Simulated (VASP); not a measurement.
Wanted: the native input for a VASP 6.6.1 run.

```
Task                   : single point
Functional             : r2SCAN
Potentials or basis    : VASP PAW PBE potentials, release 64 (B, N)
Cutoff                 : 520 eV
k mesh                 : 12 × 12 × 12
Occupations            : gaussian, width 0.02 eV
Spin                   : no spin polarisation
Dipole correction      : no
Further INCAR settings : ALGO = Normal; EDIFF = 1e-07; NBANDS = 11
```

The system is BN.

```
CELL_PARAMETERS angstrom
0.00000 3.48243 2.16445
1.25080 0.00000 2.16445
1.25080 3.48243 0.00000
ATOMIC_POSITIONS crystal
B 0.00007 0.00007 0.99993
N 0.66663 0.66663 0.33337
```

One way to write it, as run:

POSCAR

```
BN
1.0
    0.0000000000      3.4824269922      2.1644484092
    1.2507982634      0.0000000000      2.1644484092
    1.2507982634      3.4824269922      0.0000000000
B N
1 1
Direct
    0.0000732539      0.0000732539      0.9999267461
    0.6666267361      0.6666267361      0.3333732639
```

INCAR.step1

```
SYSTEM = BN
  PREC = Accurate
  ENCUT = 520
  ISMEAR = 0
  SIGMA = 0.02
  LREAL = .FALSE.
  LASPH = .TRUE.
  NELM = 100
  NBANDS = 11
  GGA = PE
  ALGO = Normal
  EDIFF = 1E-4
  LWAVE = .TRUE.
  LCHARG = .FALSE.
```

INCAR.step2

```
SYSTEM = BN
  PREC = Accurate
  ENCUT = 520
  EDIFF = 1E-7
  ISMEAR = 0
  SIGMA = 0.02
  LREAL = .FALSE.
  LASPH = .TRUE.
  NELM = 100
  ALGO = Normal
  ISIF = 2
  LWAVE = .FALSE.
  LCHARG = .TRUE.
  METAGGA = R2SCAN
  LMIXTAU = .TRUE.
  LELF = .TRUE.
  LVHAR = .TRUE.
  NBANDS = 11
  ISTART = 1
```

KPOINTS

```
regular mesh
0
G
  12 12 12
  0 0 0
```

Potentials or basis: VASP PAW PBE potentials, release 64 (B, N).

Run with:

```sh
$ cat potpaw_PBE.64/B/POTCAR potpaw_PBE.64/N/POTCAR > POTCAR
$ cp INCAR.step1 INCAR
$ mpirun -np 1 vasp_std > vasp.out
$ cp INCAR.step2 INCAR
$ mpirun -np 1 vasp_std > vasp.out
```

It gave:

```
Pressure               : 0.4 GPa
Band gap on the k mesh : 4.34 eV (least direct gap 5.24 eV)
```

Caveat: the PAW data sets were made with another functional, which shifts forces and pressure a little.

Run time: 8 min on 1 thread of Intel(R) Xeon(R) Platinum 8259CL CPU @ 2.50GHz (Skylake/Cascade Lake), on a shared host, peak memory 0.18 GiB.
